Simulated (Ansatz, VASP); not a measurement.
## Two plane-wave programs on NbRu3C

```
Ru Nb C
1.0
     4.06514    0.00000    0.00000
     0.00000    4.06514    0.00000
     0.00000    0.00000    4.06514
Ru Nb C
3 1 1
Direct
  0.50000 0.50000 0.00000
  0.50000 0.00000 0.50000
  0.00000 0.50000 0.50000
  0.00000 0.00000 0.00000
  0.50000 0.50000 0.50000
```

Alike in both runs: task relaxation of cell and atoms; functional LDA; k mesh 7 × 7 × 7; occupations fermi-dirac, width 0.05 eV; no spin polarisation.

|  | VASP | Ansatz |
| --- | --- | --- |
| version | VASP 6.6.1 | Ansatz 0.2.0 |
| potentials or method | VASP PAW LDA potentials, release 64 (Ru_pv, Nb_sv, C) | Ansatz PAW |
| plane-wave cutoff (eV) | 600 | 420 |
| valence electrons in the cell | 59 | 65 |

```csv
,VASP,Ansatz,Ansatz less VASP
"gap on the k mesh at the Fermi level, each at its own relaxed structure (eV)",none,none,-
relaxed volume (Å³/atom),12.69,12.66,-0.024
relaxed cell length with the largest relative difference (Å),3.988,3.986,-0.0025
```

LDA's correlation is that of Perdew and Zunger in VASP and of Perdew and Wang (1992) in Ansatz. A gap of «none» marks a metal or a gap that the smearing closes. VASP's potentials hold 59 valence electrons a cell and Ansatz's 65, so a difference there can come from the potentials and not from the codes.

Noted on Ansatz's run: the plane-wave basis is chosen anew once the cell has moved, so the energies of steps on either side of that aren't comparable.
